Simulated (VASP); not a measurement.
# In2As2H in VASP: notebook

Runs on In2As2H. Level: PBE+D3(BJ). Tasks: single point.

Program: VASP 6.6.1. These are calculated values, not measurements. Logs are shortened: lines on timing, memory, paths and dates and some standing lists are left out, and cuts for length are marked.

### 1 The cell of the first run

The cell holds a slab with vacuum, 5 atoms: a = 4.322 Å, b = 4.322 Å, c = 21.739 Å, α = 90.00°, β = 90.00°, γ = 120.00°.

### 2 Single point, PBE+D3(BJ)

Input file INCAR:

```
PREC = Accurate
ENCUT = 520
EDIFF = 1E-7
ISMEAR = 0
SIGMA = 0.1
LREAL = F
LASPH = T
NELM = 60
ALGO = Normal
ISIF = 2
LWAVE = F
LCHARG = T
LDIPOL = T
IDIPOL = 3
DIPOL = 0.5 0.5 0.338
GGA = PE
IVDW = 12
LELF = T
LVHAR = T
LVACPOTAV = T
NBANDS = 26
```

Input file KPOINTS:

```
regular mesh
0
Gamma
  6 6 1
```

Input file POSCAR:

```
In2As2H
1.0
    4.3220706691      0.0000000000      0.0000000000
   -2.1610353346      3.7430229964      0.0000000000
    0.0000000000      0.0000000000     21.7386927198
As In H
2 2 1
Direct
    0.0000000000      0.0000000000      0.1840037049
    0.3333333333      0.6666666667      0.3557112058
    0.3333333333      0.6666666667      0.2245875152
    0.6666666667      0.3333333333      0.3881876812
    0.6666666667      1.2222222222      0.5399907378
```

Potentials or basis: VASP PAW PBE potentials, release 64 (As, In_d, H).

On the command line:

```bash
$ cat potpaw_PBE.64/As/POTCAR potpaw_PBE.64/In_d/POTCAR potpaw_PBE.64/H/POTCAR > POTCAR
$ mpirun -np 1 vasp_std > vasp.out
```

OUTCAR:

```text
PREC = Accurate
   ENCUT = 520
   EDIFF = 1E-7
   ISMEAR = 0
   LREAL = F
   LASPH = T
   NELM = 60
   ISIF = 2
   GGA = PE
   IVDW = 12
 IVDW          = 12

 ion  position               nearest neighbor table
   1  0.000  0.000  0.184-   3 2.65   3 2.65   3 2.65
   2  0.333  0.667  0.356-   4 2.59   4 2.59   4 2.59   3 2.85
   3  0.333  0.667  0.225-   1 2.65   1 2.65   1 2.65   2 2.85
   4  0.667  0.333  0.388-   2 2.59   2 2.59   2 2.59
   5  0.667  0.222  0.540-

  LATTYP: Found a hexagonal cell.
 ALAT       =     4.3220706691
 C/A-ratio  =     5.0296939555

  Lattice vectors:

 A1 = (   4.3220706691,   0.0000000000,   0.0000000000)
 A2 = (  -2.1610353346,   3.7430229964,   0.0000000000)
 A3 = (   0.0000000000,   0.0000000000,  21.7386927198)

Analysis of symmetry for initial positions (statically):
=====================================================================
 Subroutine PRICEL returns:
 Original cell was already a primitive cell.

 Routine SETGRP: Setting up the symmetry group for a
 hexagonal supercell.

 Subroutine GETGRP returns: Found  1 space group operations
 (whereof  1 operations were pure point group operations)
 out of a pool of 24 trial point group operations.

The static configuration has the point symmetry C_1 .

Analysis of symmetry for dynamics (positions and initial velocities):
=====================================================================
 Subroutine PRICEL returns:
 Original cell was already a primitive cell.

 Routine SETGRP: Setting up the symmetry group for a
 hexagonal supercell.

 Subroutine GETGRP returns: Found  1 space group operations
 (whereof  1 operations were pure point group operations)
 out of a pool of 24 trial point group operations.

The dynamic configuration has the point symmetry C_1 .

 Subroutine INISYM returns: Found  1 space group operations
 (whereof  1 operations are pure point group operations),
 and found     1 'primitive' translations

----------------------------------------------------------------------------------------

                                     Primitive cell

  volume of cell :     351.6801

  direct lattice vectors                    reciprocal lattice vectors
     4.322070669  0.000000000  0.000000000     0.231370581  0.133581867  0.000000000
    -2.161035335  3.743022996  0.000000000     0.000000000  0.267163734  0.000000000
     0.000000000  0.000000000 21.738692720     0.000000000  0.000000000  0.046000926

  length of vectors
     4.322070669  4.322070669 21.738692720     0.267163734  0.267163734  0.046000926

  position of ions in fractional coordinates (direct lattice)
     0.000000000  0.000000000  0.184003705
     0.333333333  0.666666667  0.355711206
     0.333333333  0.666666667  0.224587515
     0.666666667  0.333333333  0.388187681
     0.666666667  0.222222222  0.539990738

  ion indices of the primitive-cell ions
   primitive index   ion index
                 1           1
                 2           2
                 3           3
                 4           4
                 5           5

----------------------------------------------------------------------------------------

 KPOINTS: regular mesh

Automatic generation of k-mesh.
 Grid dimensions read from file:
 generate k-points for:    6    6    1

 Generating k-lattice:

  Cartesian coordinates                     Fractional coordinates (reciprocal lattice)
     0.038561763  0.022263644  0.000000000     0.166666667  0.000000000  0.000000000
     0.000000000  0.044527289  0.000000000     0.000000000  0.166666667  0.000000000
     0.000000000  0.000000000  0.046000926     0.000000000  0.000000000  1.000000000

  Length of vectors
     0.044527289  0.044527289  0.046000926

  Shift w.r.t. Gamma in fractional coordinates (k-lattice)
     0.000000000  0.000000000  0.000000000

 Subroutine IBZKPT returns following result:
 ===========================================

 Found     20 irreducible k-points:

 Following reciprocal coordinates:
            Coordinates               Weight
  0.000000  0.000000  0.000000      1.000000
  0.166667  0.000000  0.000000      2.000000
  0.000000  0.166667  0.000000      2.000000
 -0.166667  0.166667  0.000000      2.000000
  0.333333  0.000000  0.000000      2.000000
  0.000000  0.333333  0.000000      2.000000
[... 12 lines left out ...]
  0.500000 -0.166667  0.000000      2.000000
  0.333333  0.333333  0.000000      2.000000
   k-points           NKPTS =     20   k-points in BZ     NKDIM =     20   number of bands    NBANDS=     26
   number of dos      NEDOS =    301   number of ions     NIONS =      5
   total plane-waves  NPLWV = 165888
   dimension x,y,z NGX =    32 NGY =   32 NGZ =  162
   dimension x,y,z NGXF=    64 NGYF=   64 NGZF=  324
   ions per type =               2   2   1
   NGX,Y,Z   is equivalent  to a cutoff of  12.31, 12.31, 12.39 a.u.
   NGXF,Y,Z  is equivalent  to a cutoff of  24.62, 24.62, 24.78 a.u.
 SYSTEM =  unknown system
   PREC   = accura    normal or accurate (medium, high low for compatibility)
   ISTART =      0    job   : 0-new  1-cont  2-samecut
   ICHARG =      2    charge: 1-file 2-atom 10-const
   ISPIN  =      1    spin polarized calculation?
   LNONCOLLINEAR =      F non collinear calculations
   LSORBIT =      F    spin-orbit coupling
   LASPH  =      T    aspherical Exc in radial PAW
   ENCUT  =  520.0 eV  38.22 Ry    6.18 a.u.   8.04  8.04 40.42*2*pi/ulx,y,z
   NELM   =     60;   NELMIN=  2; NELMDL= -5     # of ELM steps
   EDIFF  = 0.1E-06   stopping-criterion for ELM
   LREAL  =      F    real-space projection
   EDIFFG = 0.1E-05   stopping-criterion for IOM
   NSW    =      0    number of steps for IOM
   IBRION =     -1    ionic relax: 0-MD 1-quasi-New 2-CG
   NFREE  =      0    steps in history (QN), initial steepest desc. (CG)
   ISIF   =      2    stress and relaxation
   ISYM   =      2    0-nonsym 1-usesym 2-fastsym
   POTIM  = 0.5000    time-step for ionic-motion
   TEBEG  =    0.0;   TEEND  =   0.0 temperature during run
   PSTRESS=    0.0 pullay stress
   NELECT =      37.0000    total number of electrons
   NUPDOWN=      -1.0000    fix difference up-down
   EMIN   =  10.00;   EMAX   =-10.00  energy-range for DOS
   EFERMI =   0.00;   METHOD = LEGACY
   ISMEAR =     0;   SIGMA  =   0.10  broadening in eV -4-tet -1-fermi 0-gaus
   EFERMI_NEDOS =   21; number of points for ismear=-14 and -15
   IALGO  =     38    algorithm
   IMIX   =      4    mixing-type and parameters
     AMIX     =   0.40;   BMIX     =  1.00
     AMIX_MAG =   1.60;   BMIX_MAG =  1.00
  volume/ion in A,a.u.               =      70.34       474.65
  Fermi-wavevector in a.u.,A,eV,Ry     =   0.772846  1.460467  8.126631  0.597291
  Thomas-Fermi vector in A             =   1.874564
   LORBIT       =      0    0 simple, 1 ext, 2 COOP (PROOUT), +10 PAW based schemes
   GGA     = PE    functional components
   LHFCALC =     F    Hartree Fock is set to
   AEXX    =    0.0000 exact exchange contribution
   IVDW    =    12    specifies the selected vdW correction
   LEPSILON=     F    determine dielectric tensor
   LRPA    =     F    only Hartree local field effects (RPA)
 non-spin polarized calculation
 Gauss-broadening in eV      SIGMA  =   0.10
  energy-cutoff  :      520.00
  volume of cell :      351.68
 maximum number of plane-waves:      9486
   NGX = 17   NGY = 17   NGZ = 81

 dipolmoment           0.000000      0.000000     -0.171455 electrons x Angstroem

 number of electron      36.9999996 magnetization

 dipolmoment           0.000000      0.000000      0.091814 electrons x Angstroem

 Free energy of the ion-electron system (eV)
  ---------------------------------------------------
  ext. energy  EPLUGINS =         0.00000000
  ---------------------------------------------------
  free energy    TOTEN  =       -14.75668335 eV

  energy without entropy =      -14.70633606  energy(sigma->0) =      -14.73150970

 E-fermi :  -2.7518     XC(G=0):  -3.9060

 val. band max:       -2.7623820426   @ k =   0.1667   0.1667   0.0000
 cond. band min:      -2.7481095564   @ k =   0.3333   0.1667   0.0000
 fundamental gap:      0.0142724861
 Fermi energy:        -2.7518331981

 k-point     1 :       0.0000    0.0000    0.0000
  band No.  band energies     occupation
      1     -17.4091      2.00000
      2     -17.3356      2.00000
      3     -17.3301      2.00000
      4     -17.2470      2.00000
      5     -17.2414      2.00000
      6     -16.6454      2.00000
[... 18 lines left out ...]
     25       2.3013      0.00000
     26       2.3075      0.00000

 k-point     2 :       0.1667    0.0000    0.0000
  band No.  band energies     occupation
      1     -17.4202      2.00000
      2     -17.3312      2.00000
      3     -17.3234      2.00000
      4     -17.2486      2.00000
      5     -17.2382      2.00000
      6     -16.6471      2.00000
[... 18 lines left out ...]
     25       2.2762      0.00000
     26       2.7644      0.00000

 k-point     3 :       0.0000    0.1667    0.0000
  band No.  band energies     occupation
      1     -17.4213      2.00000
      2     -17.3313      2.00000
      3     -17.3219      2.00000
      4     -17.2457      2.00000
      5     -17.2413      2.00000
      6     -16.6473      2.00000
[... 18 lines left out ...]
     25       2.2761      0.00000
     26       2.7644      0.00000

 k-point     4 :      -0.1667    0.1667    0.0000
  band No.  band energies     occupation
      1     -17.4191      2.00000
      2     -17.3297      2.00000
      3     -17.3264      2.00000
      4     -17.2498      2.00000
      5     -17.2366      2.00000
      6     -16.6470      2.00000
[... 18 lines left out ...]
     25       2.2752      0.00000
     26       2.7643      0.00000
[... 380 lines left out ...]
      1     -17.4622      2.00000
      2     -17.3141      2.00000
      3     -17.3050      2.00000
      4     -17.2505      2.00000
      5     -17.2235      2.00000
      6     -16.6747      2.00000
[... 18 lines left out ...]
     25       3.0978      0.00000
     26       3.4276      0.00000

 k-point    19 :       0.5000   -0.1667    0.0000
  band No.  band energies     occupation
      1     -17.4597      2.00000
      2     -17.3125      2.00000
      3     -17.3098      2.00000
      4     -17.2536      2.00000
      5     -17.2199      2.00000
      6     -16.6743      2.00000
[... 18 lines left out ...]
     25       3.1047      0.00000
     26       3.4441      0.00000

 k-point    20 :       0.3333    0.3333    0.0000
  band No.  band energies     occupation
      1     -17.4611      2.00000
      2     -17.3126      2.00000
      3     -17.3064      2.00000
      4     -17.2496      2.00000
      5     -17.2254      2.00000
      6     -16.6745      2.00000
[... 18 lines left out ...]
     25       3.2856      0.00000
     26       3.7417      0.00000

------------------------ aborting loop because EDIFF is reached ----------------------------------------

 Edisp (eV)   -0.86559

 E8    (eV) :    -0.4106

  FORCE on cell =-STRESS in cart. coord.  units (eV):
  Direction    XX          YY          ZZ          XY          YZ          ZX
  --------------------------------------------------------------------------------------
  -------------------------------------------------------------------------------------
  Total      -0.12106    -0.02783    -2.64833     0.05448     0.22353    -0.12868
  in kB      -0.55151    -0.12679   -12.06521     0.24820     1.01833    -0.58626
  external pressure =       -4.25 kB  Pullay stress =        0.00 kB

 VOLUME and BASIS-vectors are now :
 -----------------------------------------------------------------------------
  energy-cutoff  :      520.00
  volume of cell :      351.68
      direct lattice vectors                 reciprocal lattice vectors
     4.322070669  0.000000000  0.000000000     0.231370581  0.133581867  0.000000000
    -2.161035335  3.743022996  0.000000000     0.000000000  0.267163734  0.000000000
     0.000000000  0.000000000 21.738692720     0.000000000  0.000000000  0.046000926

 POSITION                                       TOTAL-FORCE (eV/Angst)
 -----------------------------------------------------------------------------------
      0.00000      0.00000      4.00000        -0.005868      0.010971      0.061991
     -0.00000      2.49535      7.73270         0.002099     -0.007981     -0.328326
     -0.00000      2.49535      4.88224         0.002497     -0.004987      0.120616
      2.16104      1.24767      8.43869         0.045054     -0.073456      0.794229
      2.40115      0.83178     11.73869        -0.043781      0.075453     -0.648510
 -----------------------------------------------------------------------------------
    total drift:                               -0.000040      0.000052     -0.000754

  FREE ENERGIE OF THE ION-ELECTRON SYSTEM (eV)
  ---------------------------------------------------
  free  energy   TOTEN  =       -15.6222694632 eV

  energy  without entropy=      -15.5719221645  energy(sigma->0) =      -15.59709581

 vacuum level on the upper side and lower side of the slab         3.916         2.889
```

Wall time 5.8 min (1 thread of Intel Xeon Platinum 8259CL at 2.50GHz (Skylake/Cascade Lake), shared host); peak memory 0.5 GiB.

Results:

| Item | Value |
| --- | --- |
| Free energy | -15.6223 eV |
| Largest force | 0.799 eV/Å |
| Band gap on the k mesh | zero (an odd number of electrons rules out a gap without spin polarisation) |
| Dispersion energy per atom | -0.173 eV |

Forces in eV/Å, atoms in the order of the input:
```
As  -0.006  0.011  0.062
As   0.002 -0.008 -0.328
In   0.002 -0.005  0.121
In   0.045 -0.073  0.794
H   -0.044  0.075 -0.649
```

Caveat: spin-orbit coupling is left out, which moves the levels of the heavy elements; an odd number of electrons without spin polarisation forces a metal; a magnetic or distorted state may lie lower.

### 3 Single point, PBE+D3(BJ)

Input file INCAR:

```
PREC = Accurate ; ENCUT = 520
EDIFF = 1E-6 ; ISMEAR = 0
SIGMA = 0.1 ; LREAL = False
LASPH = True ; NELM = 60
ALGO = Normal ; ISIF = 2
LWAVE = False ; LCHARG = True
LDIPOL = True ; IDIPOL = 3
DIPOL = 0.5 0.5 0.338 ; GGA = PE
IVDW = 12 ; LELF = True
LVHAR = True ; LVACPOTAV = True
NBANDS = 26
```

Input file KPOINTS:

```
Automatic mesh
0
Gamma
  6 6 1
```

POSCAR: that of step 2 with these lines changed.

```diff
@@ -12,2 +12,2 @@
     0.6666666667      0.3333333333      0.3881876812
-    0.6666666667      1.2222222222      0.5399907378
+    0.8888888889      1.0000000000      0.5399907378
```

Potentials or basis: VASP PAW PBE potentials, release 64 (As, In_d, H).

On the command line:

```bash
$ cat potpaw_PBE.64/As/POTCAR potpaw_PBE.64/In_d/POTCAR potpaw_PBE.64/H/POTCAR > POTCAR
$ mpirun -np 1 vasp_std > vasp.out
```

Wall time 6.9 min (1 thread of Intel Xeon Platinum 8259CL at 2.50GHz (Skylake/Cascade Lake), shared host); peak memory 0.51 GiB.

Results (log left out):

* Free energy: -15.4467 eV
* Largest force: 0.361 eV/Å
* Band gap on the k mesh: zero (an odd number of electrons rules out a gap without spin polarisation)
* Dispersion energy per atom: -0.173 eV

Forces in eV/Å, atoms in the order of the input:
```
As   0.001  0.002  0.032
As  -0.005 -0.006 -0.185
In  -0.002 -0.001  0.072
In   0.046 -0.013  0.358
H   -0.041  0.018 -0.277
```

Levels at points of the mesh, in eV from the Fermi level:
| k point | band 15 | band 16 | band 17 | band 18 | band 19 | band 20 | band 21 | band 22 |
| --- | --- | --- | --- | --- | --- | --- | --- | --- |
| (0.00, 0.00, 0.00) | -0.92 | -0.92 | -0.32 | 0.28 | 0.28 | 0.46 | 1.33 | 3.09 |
| (0.50, 0.00, 0.00) | -2.14 | -1.98 | -0.87 | -0.57 | 0.01 | 1.12 | 2.00 | 2.59 |
| (0.00, 0.50, 0.00) | -2.14 | -1.98 | -0.87 | -0.56 | 0.02 | 1.09 | 1.98 | 2.59 |
| (0.50, 0.50, 0.00) | -2.14 | -1.98 | -0.87 | -0.56 | 0.05 | 1.07 | 1.95 | 2.59 |

Caveat: spin-orbit coupling is left out, which moves the levels of the heavy elements; an odd number of electrons without spin polarisation forces a metal; a magnetic or distorted state may lie lower.

### 4 Single point, PBE+D3(BJ)

Input file INCAR:

```
SYSTEM = In2As2H
  PREC = Accurate
  ENCUT = 520
  EDIFF = 1E-6
  ISMEAR = 0
  SIGMA = 0.1
  LREAL = .False.
  LASPH = .True.
  NELM = 60
  ALGO = Normal
  ISIF = 2
  LWAVE = .False.
  LCHARG = .False.
  LDIPOL = .True.
  IDIPOL = 3
  DIPOL = 0.5 0.5 0.338
  GGA = PE
  IVDW = 12
  NBANDS = 26
```

Input file KPOINTS:

```
regular mesh
0
Gamma
  6 6 1
  0 0 0
```

POSCAR: that of step 3 with these lines changed.

```diff
@@ -12,2 +12,2 @@
     0.6666666667      0.3333333333      0.3881876812
-    0.8888888889      1.0000000000      0.5399907378
+    1.3333333333      0.5555555556      0.5399907378
```

On the command line:

```bash
$ cat potpaw_PBE.64/As/POTCAR potpaw_PBE.64/In_d/POTCAR potpaw_PBE.64/H/POTCAR > POTCAR
$ mpirun -np 1 vasp_std > vasp.out
```

It took 4.4 min on 1 thread of Intel Xeon Platinum 8259CL at 2.50GHz (Skylake/Cascade Lake), shared host; peak memory 0.5 GiB.

Results (log left out):

```
Free energy                : -15.4462 eV
Largest force              : 0.350 eV/Å
Band gap on the k mesh     : zero (an odd number of electrons rules out a gap without spin polarisation)
Dispersion energy per atom : -0.173 eV
```

Forces on the atoms (eV/Å):
```
As   0.006 -0.006  0.108
As  -0.011  0.013 -0.152
In  -0.004  0.005 -0.024
In  -0.025  0.013  0.349
H    0.034 -0.025 -0.281
```

Levels at points of the mesh, in eV from the Fermi level:
```
           k point  band 14  band 15  band 16  band 17  band 18  band 19  band 20  band 21  band 22  band 23
(0.00, 0.00, 0.00)    -1.86    -1.04    -1.04    -0.39     0.24     0.24     0.35     1.28     2.99     4.06
(0.50, 0.00, 0.00)    -4.95    -2.26    -2.09    -0.92    -0.66     0.06     0.98     1.79     2.51     3.56
(0.00, 0.50, 0.00)    -4.95    -2.26    -2.09    -0.92    -0.67     0.05     1.02     1.80     2.50     3.58
(0.50, 0.50, 0.00)    -4.95    -2.26    -2.09    -0.92    -0.64     0.03     0.96     1.80     2.53     3.54
```

Caveat: spin-orbit coupling is left out, which moves the levels of the heavy elements; an odd number of electrons without spin polarisation forces a metal; a magnetic or distorted state may lie lower.

[end of part 1 of 2]

The gap in the log of VASP goes by the Fermi energy; the results here count the filled bands.